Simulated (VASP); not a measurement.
# GaSnAs (P-6m2) in VASP: further runs

GaSnAs is run at these levels: PBE; tasks: single point, relaxation of cell and atoms.

Everything below comes from runs of VASP 6.6.1. Logs are shortened: lines on timing, memory, paths and dates and some standing lists are left out, and cuts for length are marked.

### Step 1. The cell of the first run

The structure is hexagonal, space group P-6m2 (No. 187). Conventional cell: a = 4.530 Å, b = 4.530 Å, c = 4.000 Å, α = 90.00°, β = 90.00°, γ = 120.00°. Ga (site symmetry -6m2) has 3 As at 2.62 Å and 6 Sn at 3.29 Å within 3.5 Å. Sn (site symmetry -6m2) has 6 Ga at 3.29 Å and 6 As at 3.29 Å and 2 Sn at 4.00 Å within 4.3 Å. Within 3.5 Å of As (site symmetry -6m2) lie 3 Ga at 2.62 Å and 6 Sn at 3.29 Å.

### Step 2. Single point, PBE

File INCAR:

```
SYSTEM = GaSnAs
  PREC = Accurate
  ENCUT = 520
  EDIFF = 1E-7
  ISMEAR = 0
  SIGMA = 0.1
  LREAL = .False.
  LASPH = .True.
  NELM = 100
  ALGO = Normal
  ISIF = 2
  LWAVE = .False.
  LCHARG = .True.
  GGA = PE
  LELF = .True.
  LVHAR = .True.
  NBANDS = 23
```

File KPOINTS:

```
regular mesh
0
Gamma
  12 12 10
  0 0 0
```

File POSCAR:

```
GaSnAs
1.0
    4.5302680109      0.0000000000      0.0000000000
   -2.2651340054      3.9233271834      0.0000000000
    0.0000000000      0.0000000000      4.0000239763
Ga Sn As
1 1 1
Direct
    0.3333333333      0.6666666667      0.5000000000
    0.0000000000      0.0000000000      0.0000000000
    0.6666666667      0.3333333333      0.5000000000
```

Potentials or basis: VASP PAW PBE potentials, release 64 (Ga_d, Sn_d, As).

Launch:

```console
$ cat potpaw_PBE.64/Ga_d/POTCAR potpaw_PBE.64/Sn_d/POTCAR potpaw_PBE.64/As/POTCAR > POTCAR
$ mpirun -np 1 vasp_std > vasp.out
```

OUTCAR:

```text
SYSTEM = GaSnAs
   PREC = Accurate
   ENCUT = 520
   EDIFF = 1E-7
   ISMEAR = 0
   LREAL = .False.
   LASPH = .True.
   NELM = 100
   ISIF = 2
   GGA = PE

 ion  position               nearest neighbor table
   1  0.333  0.667  0.500-   3 2.62   3 2.62   3 2.62   2 3.29   2 3.29   2 3.29   2 3.29   2 3.29
                             2 3.29
   2  0.000  0.000  0.000-   1 3.29   3 3.29   1 3.29   3 3.29   1 3.29   1 3.29   3 3.29   3 3.29
                             3 3.29   3 3.29   1 3.29   1 3.29
   3  0.667  0.333  0.500-   1 2.62   1 2.62   1 2.62   2 3.29   2 3.29   2 3.29   2 3.29   2 3.29
                             2 3.29

  LATTYP: Found a hexagonal cell.
 ALAT       =     4.5302680109
 C/A-ratio  =     0.8829552615

  Lattice vectors:

 A1 = (   4.5302680109,   0.0000000000,   0.0000000000)
 A2 = (  -2.2651340054,   3.9233271834,   0.0000000000)
 A3 = (   0.0000000000,   0.0000000000,   4.0000239763)

Analysis of symmetry for initial positions (statically):
=====================================================================
 Subroutine PRICEL returns:
 Original cell was already a primitive cell.

 Routine SETGRP: Setting up the symmetry group for a
 hexagonal supercell.

 Subroutine GETGRP returns: Found 12 space group operations
 (whereof 12 operations were pure point group operations)
 out of a pool of 24 trial point group operations.

The static configuration has the point symmetry D_3h.

Analysis of symmetry for dynamics (positions and initial velocities):
=====================================================================
 Subroutine PRICEL returns:
 Original cell was already a primitive cell.

 Routine SETGRP: Setting up the symmetry group for a
 hexagonal supercell.

 Subroutine GETGRP returns: Found 12 space group operations
 (whereof 12 operations were pure point group operations)
 out of a pool of 24 trial point group operations.

The dynamic configuration has the point symmetry D_3h.

 Subroutine INISYM returns: Found 12 space group operations
 (whereof 12 operations are pure point group operations),
 and found     1 'primitive' translations

----------------------------------------------------------------------------------------

                                     Primitive cell

  volume of cell :      71.0953

  direct lattice vectors                    reciprocal lattice vectors
     4.530268011  0.000000000  0.000000000     0.220737492  0.127442851  0.000000000
    -2.265134005  3.923327183  0.000000000     0.000000000  0.254885701  0.000000000
     0.000000000  0.000000000  4.000023976     0.000000000  0.000000000  0.249998501

  length of vectors
     4.530268011  4.530268011  4.000023976     0.254885701  0.254885701  0.249998501

  position of ions in fractional coordinates (direct lattice)
     0.333333333  0.666666667  0.500000000
     0.000000000  0.000000000  0.000000000
     0.666666667  0.333333333  0.500000000

  ion indices of the primitive-cell ions
   primitive index   ion index
                 1           1
                 2           2
                 3           3

----------------------------------------------------------------------------------------

 KPOINTS: regular mesh

Automatic generation of k-mesh.
 Grid dimensions read from file:
 generate k-points for:   12   12   10

 Generating k-lattice:

  Cartesian coordinates                     Fractional coordinates (reciprocal lattice)
     0.018394791  0.010620238  0.000000000     0.083333333  0.000000000  0.000000000
     0.000000000  0.021240475  0.000000000     0.000000000  0.083333333  0.000000000
     0.000000000  0.000000000  0.024999850     0.000000000  0.000000000  0.100000000

  Length of vectors
     0.021240475  0.021240475  0.024999850

  Shift w.r.t. Gamma in fractional coordinates (k-lattice)
     0.000000000  0.000000000  0.000000000

 Subroutine IBZKPT returns following result:
 ===========================================

 Found    114 irreducible k-points:

 Following reciprocal coordinates:
            Coordinates               Weight
  0.000000  0.000000  0.000000      1.000000
  0.083333 -0.000000  0.000000      6.000000
  0.166667  0.000000  0.000000      6.000000
  0.250000 -0.000000  0.000000      6.000000
  0.333333 -0.000000  0.000000      6.000000
  0.416667 -0.000000  0.000000      6.000000
[... 16 lines left out ...]
  0.250000 -0.000000  0.100000     12.000000
  0.333333 -0.000000  0.100000     12.000000
 [... further k-points ...]
   k-points           NKPTS =    114   k-points in BZ     NKDIM =    114   number of bands    NBANDS=     23
   number of dos      NEDOS =    301   number of ions     NIONS =      3
   total plane-waves  NPLWV =  38880
   dimension x,y,z NGX =    36 NGY =   36 NGZ =   30
   dimension x,y,z NGXF=    72 NGYF=   72 NGZF=   60
   ions per type =               1   1   1
   NGX,Y,Z   is equivalent  to a cutoff of  13.21, 13.21, 12.47 a.u.
   NGXF,Y,Z  is equivalent  to a cutoff of  26.42, 26.42, 24.94 a.u.
 SYSTEM =  GaSnAs
   PREC   = accura    normal or accurate (medium, high low for compatibility)
   ISTART =      0    job   : 0-new  1-cont  2-samecut
   ICHARG =      2    charge: 1-file 2-atom 10-const
   ISPIN  =      1    spin polarized calculation?
   LNONCOLLINEAR =      F non collinear calculations
   LSORBIT =      F    spin-orbit coupling
   LASPH  =      T    aspherical Exc in radial PAW
   ENCUT  =  520.0 eV  38.22 Ry    6.18 a.u.   8.42  8.42  7.44*2*pi/ulx,y,z
   NELM   =    100;   NELMIN=  2; NELMDL= -5     # of ELM steps
   EDIFF  = 0.1E-06   stopping-criterion for ELM
   LREAL  =      F    real-space projection
   EDIFFG = 0.1E-05   stopping-criterion for IOM
   NSW    =      0    number of steps for IOM
   IBRION =     -1    ionic relax: 0-MD 1-quasi-New 2-CG
   NFREE  =      0    steps in history (QN), initial steepest desc. (CG)
   ISIF   =      2    stress and relaxation
   ISYM   =      2    0-nonsym 1-usesym 2-fastsym
   POTIM  = 0.5000    time-step for ionic-motion
   TEBEG  =    0.0;   TEEND  =   0.0 temperature during run
   PSTRESS=    0.0 pullay stress
   NELECT =      32.0000    total number of electrons
   NUPDOWN=      -1.0000    fix difference up-down
   EMIN   =  10.00;   EMAX   =-10.00  energy-range for DOS
   EFERMI =   0.00;   METHOD = LEGACY
   ISMEAR =     0;   SIGMA  =   0.10  broadening in eV -4-tet -1-fermi 0-gaus
   EFERMI_NEDOS =   21; number of points for ismear=-14 and -15
   IALGO  =     38    algorithm
   IMIX   =      4    mixing-type and parameters
     AMIX     =   0.40;   BMIX     =  1.00
     AMIX_MAG =   1.60;   BMIX_MAG =  1.00
  volume/ion in A,a.u.               =      23.70       159.92
  Fermi-wavevector in a.u.,A,eV,Ry     =   1.254617  2.370882 21.416437  1.574064
  Thomas-Fermi vector in A             =   2.388413
   LORBIT       =      0    0 simple, 1 ext, 2 COOP (PROOUT), +10 PAW based schemes
   GGA     = PE    functional components
   LHFCALC =     F    Hartree Fock is set to
   AEXX    =    0.0000 exact exchange contribution
   IVDW    =     0    specifies the selected vdW correction
   LEPSILON=     F    determine dielectric tensor
   LRPA    =     F    only Hartree local field effects (RPA)
 non-spin polarized calculation
 Gauss-broadening in eV      SIGMA  =   0.10
  energy-cutoff  :      520.00
  volume of cell :       71.10
 maximum number of plane-waves:      1959
 NGX is ok and might be reduce to    36
   NGX = 17   NGY = 17   NGZ = 15

 number of electron      32.0000002 magnetization

 Free energy of the ion-electron system (eV)
  ---------------------------------------------------
  ext. energy  EPLUGINS =         0.00000000
  ---------------------------------------------------
  free energy    TOTEN  =       -11.02736009 eV

  energy without entropy =      -11.02043433  energy(sigma->0) =      -11.02389721

 E-fermi :   5.9463     XC(G=0): -10.1803

 val. band max:        5.9387505509   @ k =   0.2500  -0.0000   0.2000
 cond. band min:       5.9547655897   @ k =   0.0000   0.0000   0.4000
 fundamental gap:      0.0160150388
 Fermi energy:         5.9462934454

 k-point     1 :       0.0000    0.0000    0.0000
  band No.  band energies     occupation
      1     -15.6999      2.00000
      2     -15.6952      2.00000
      3     -15.6952      2.00000
      4     -15.6862      2.00000
      5     -15.6862      2.00000
      6      -9.0393      2.00000
[... 15 lines left out ...]
     22      13.2299      0.00000
     23      13.2299      0.00000

 k-point     2 :       0.0833   -0.0000    0.0000
  band No.  band energies     occupation
      1     -15.6997      2.00000
      2     -15.6952      2.00000
      3     -15.6946      2.00000
      4     -15.6864      2.00000
      5     -15.6863      2.00000
      6      -9.0384      2.00000
[... 15 lines left out ...]
     22      12.8152      0.00000
     23      13.0748      0.00000

 k-point     3 :       0.1667    0.0000    0.0000
  band No.  band energies     occupation
      1     -15.6991      2.00000
      2     -15.6953      2.00000
      3     -15.6933      2.00000
      4     -15.6870      2.00000
      5     -15.6864      2.00000
      6      -9.0368      2.00000
[... 15 lines left out ...]
     22      11.9719      0.00000
     23      12.7458      0.00000

 k-point     4 :       0.2500   -0.0000    0.0000
  band No.  band energies     occupation
      1     -15.6988      2.00000
      2     -15.6951      2.00000
      3     -15.6914      2.00000
      4     -15.6879      2.00000
      5     -15.6867      2.00000
      6      -9.0360      2.00000
[... 15 lines left out ...]
     22      11.6520      0.00000
     23      12.4303      0.00000

 k-point     5 :       0.3333   -0.0000    0.0000
  band No.  band energies     occupation
      1     -15.6988      2.00000
      2     -15.6945      2.00000
      3     -15.6895      2.00000
      4     -15.6887      2.00000
      5     -15.6869      2.00000
      6      -9.0366      2.00000
[... 434 lines left out ...]
 k-point    22 :       0.1667    0.0000    0.1000
  band No.  band energies     occupation
      1     -15.6968      2.00000
      2     -15.6950      2.00000
      3     -15.6932      2.00000
      4     -15.6880      2.00000
      5     -15.6874      2.00000
      6      -9.0355      2.00000
[... 15 lines left out ...]
     22      12.0213      0.00000
     23      12.6066      0.00000

 k-point    23 :       0.2500   -0.0000    0.1000
  band No.  band energies     occupation
      1     -15.6970      2.00000
      2     -15.6942      2.00000
      3     -15.6913      2.00000
      4     -15.6890      2.00000
      5     -15.6876      2.00000
      6      -9.0349      2.00000
[... 15 lines left out ...]
     22      11.7653      0.00000
     23      12.1907      0.00000

 k-point    24 :       0.3333   -0.0000    0.1000
  band No.  band energies     occupation
      1     -15.6974      2.00000
      2     -15.6931      2.00000
      3     -15.6899      2.00000
      4     -15.6894      2.00000
      5     -15.6878      2.00000
      6      -9.0358      2.00000
[... 15 lines left out ...]
     22      11.7247      0.00000
     23      13.1588      0.00000

 [... further k-points ...]
[... 5 lines left out ...]
  --------------------------------------------------------------------------------------
  -------------------------------------------------------------------------------------
  Total        0.0348232      0.0348232      0.0166832      0.0000000      0.0000000      0.0000000
  in kB        0.7847628      0.7847628      0.3759652      0.0000000      0.0000000      0.0000000
  external PRESSURE =       0.6484970 kB  Pullay stress =       0.0000000 kB

 VOLUME and BASIS-vectors are now :
 -----------------------------------------------------------------------------
  energy-cutoff  :      520.00
  volume of cell :       71.10
      direct lattice vectors                 reciprocal lattice vectors
     4.530268011  0.000000000  0.000000000     0.220737492  0.127442851  0.000000000
    -2.265134005  3.923327183  0.000000000     0.000000000  0.254885701  0.000000000
     0.000000000  0.000000000  4.000023976     0.000000000  0.000000000  0.249998501

 POSITION                                       TOTAL-FORCE (eV/Angst)
 -----------------------------------------------------------------------------------
     -0.00000      2.61555      2.00001        -0.000000     -0.000000      0.000000
      0.00000      0.00000      0.00000        -0.000000     -0.000000      0.000000
      2.26513      1.30778      2.00001         0.000000      0.000000      0.000000
 -----------------------------------------------------------------------------------
    total drift:                                0.000001     -0.000001     -0.000000

  FREE ENERGIE OF THE ION-ELECTRON SYSTEM (eV)
  ---------------------------------------------------
  free  energy   TOTEN  =       -11.0273600875 eV

  energy  without entropy=      -11.0204343283  energy(sigma->0) =      -11.02389721
```

Run time: 72 s. Hardware: 1 thread of Intel Xeon 6975P-C (Granite Rapids), shared host; peak memory 0.34 GiB.

Results:

| Property | Result |
| --- | --- |
| Free energy | -11.0274 eV |
| Pressure | 0.1 GPa |
| Band gap on the k mesh | zero (bands 16 and 17 overlap by 1.83 eV) |

Caveat: spin-orbit coupling is left out, which moves the levels of the heavy elements.

### Step 3. Single point, PBE

File INCAR:

```
PREC     = Accurate       # precision mode
ENCUT    = 520            # plane-wave cutoff, eV
EDIFF    = 1E-7           # SCF threshold, eV
ISMEAR   = 0              # smearing method
SIGMA    = 0.1            # smearing width, eV
LREAL    = False          # projectors in reciprocal space
LASPH    = True           # aspherical terms in the spheres
NELM     = 100            # most SCF steps
ALGO     = Normal         # electronic algorithm
ISIF     = 2              # what is computed and relaxed
LWAVE    = False          # write WAVECAR
LCHARG   = False          # write CHGCAR
GGA      = PE             # functional
NBANDS   = 23             # bands
```

File KPOINTS:

```
regular mesh
0
Gamma
  12 12 10
```

POSCAR is that of step 2.

Potentials or basis: VASP PAW PBE potentials, release 64 (Ga_d, Sn_d, As).

Launch:

```console
$ cat potpaw_PBE.64/Ga_d/POTCAR potpaw_PBE.64/Sn_d/POTCAR potpaw_PBE.64/As/POTCAR > POTCAR
$ mpirun -np 1 vasp_std > vasp.out
```

Wall time 70 s (1 thread of Intel Xeon 6975P-C (Granite Rapids), shared host); peak memory 0.34 GiB.

The run converged. Its results:

```yaml
Free_energy: -11.0274 eV
Pressure: 0.1 GPa
Band_gap_on_the_k_mesh: zero (bands 16 and 17 overlap by 1.83 eV)
```

Levels at points of the mesh, in eV from the Fermi level:
| k point | band 13 | band 14 | band 15 | band 16 | band 17 | band 18 | band 19 | band 20 |
| --- | --- | --- | --- | --- | --- | --- | --- | --- |
| (0.00, 0.00, 0.00) | -2.38 | -2.38 | -2.20 | -2.16 | -0.46 | -0.46 | 3.42 | 4.29 |
| (0.50, 0.00, 0.00) | -5.11 | -4.06 | -0.52 | 1.01 | 1.31 | 1.83 | 3.40 | 4.42 |
| (0.00, 0.00, 0.50) | -2.93 | -1.90 | -1.90 | 0.16 | 1.54 | 1.56 | 1.56 | 2.26 |
| (0.50, 0.00, 0.50) | -6.55 | -4.20 | -2.94 | -1.95 | 0.07 | 0.42 | 4.48 | 6.69 |

Caveat: spin-orbit coupling is left out, which moves the levels of the heavy elements.

### Step 4. Relaxation of cell and atoms, PBE

This run uses another cell than the first one, of 24.10 Å³/atom.

File INCAR:

```
SYSTEM = GaSnAs
PREC     = Accurate       ! precision mode
ENCUT    = 600            ! plane-wave cutoff, eV
EDIFF    = 1E-6           ! SCF threshold, eV
ISMEAR   = 0              ! smearing method
SIGMA    = 0.1            ! smearing width, eV
LREAL    = .FALSE.        ! projectors in reciprocal space
LASPH    = .TRUE.         ! aspherical terms in the spheres
NELM     = 100            ! most SCF steps
ALGO     = Normal         ! electronic algorithm
ISIF     = 3              ! what is computed and relaxed
LWAVE    = .FALSE.        ! write WAVECAR
LCHARG   = .FALSE.        ! write CHGCAR
GGA      = PE             ! functional
IBRION   = 2              ! ionic algorithm
NSW      = 100            ! ionic steps
EDIFFG   = -0.01          ! ionic threshold
```

File KPOINTS:

```
regular mesh
0
G
  12 12 10
  0 0 0
```

File POSCAR:

```
GaSnAs
1.0
    4.3640159200      0.0000000000      0.0000000000
   -2.1820079600      3.7793486500      0.0000000000
    0.0000000000      0.0000000000      4.3829408500
Ga Sn As
1 1 1
Direct
    0.3333333300      0.6666666700      0.5000000000
    0.0000000000      0.0000000000      0.0000000000
    0.6666666700      0.3333333300      0.5000000000
```

Launch:

```console
$ cat potpaw_PBE.64/Ga_d/POTCAR potpaw_PBE.64/Sn_d/POTCAR potpaw_PBE.64/As/POTCAR > POTCAR
$ mpirun -np 1 vasp_std > vasp.out
```

Wall time 6.5 min (1 thread of Intel Xeon 6975P-C (Granite Rapids), shared host); peak memory 0.39 GiB.

The run converged. Its results:

| Quantity | Value |
| --- | --- |
| Free energy | -11.0272 eV |
| Relaxed volume | 23.74 Å³/atom |
| Relaxed cell | a = 4.530 Å, b = 4.530 Å, c = 4.007 Å, α = 90.00°, β = 90.00°, γ = 120.00° |
| Space group after relaxing (to 0.1 Å) | P-6m2 (No. 187) |
| Energy gained by relaxing | 27.7 meV/atom |
| Ionic steps | 9 |
| Pressure after relaxing | 0.0 GPa |
| Band gap on the k mesh | zero (bands 16 and 17 overlap by 1.80 eV) |

The path:
```tsv
step	energy change (eV)	largest force (eV/Å)	pressure (GPa)	volume (Å³)
1	0.0000	0.0000	1.60	72.29
2	-0.0410	0.0000	-0.71	74.81
3	-0.0423	0.0000	-1.18	75.36
4	-0.0623	0.0000	-0.75	74.13
5	-0.0768	0.0000	-0.37	72.76
6	-0.0791	0.0000	0.52	69.95
7	-0.0829	0.0000	-0.03	71.33
8	-0.0830	0.0000	0.07	71.14
9	-0.0830	0.0000	0.01	71.22
```

Final structure:
```
CELL_PARAMETERS angstrom
4.53018 0.00000 0.00000
-2.26509 3.92325 0.00000
0.00000 0.00000 4.00737
ATOMIC_POSITIONS crystal
Ga 0.33333 0.66667 0.50000
Sn 0.00000 0.00000 0.00000
As 0.66667 0.33333 0.50000
```

Levels at points of the mesh, in eV from the Fermi level:
```csv
k point,band 13,band 14,band 15,band 16,band 17,band 18,band 19,band 20
"(0.00, 0.00, 0.00)",-2.37,-2.37,-2.22,-2.16,-0.45,-0.45,3.42,4.28
"(0.50, 0.00, 0.00)",-5.11,-4.05,-0.54,0.99,1.29,1.82,3.39,4.41
"(0.00, 0.00, 0.50)",-2.93,-1.90,-1.90,0.16,1.54,1.56,1.56,2.26
"(0.50, 0.00, 0.50)",-6.55,-4.19,-2.94,-1.94,0.08,0.42,4.48,6.81
```

Caveat: spin-orbit coupling is left out, which moves the levels of the heavy elements.
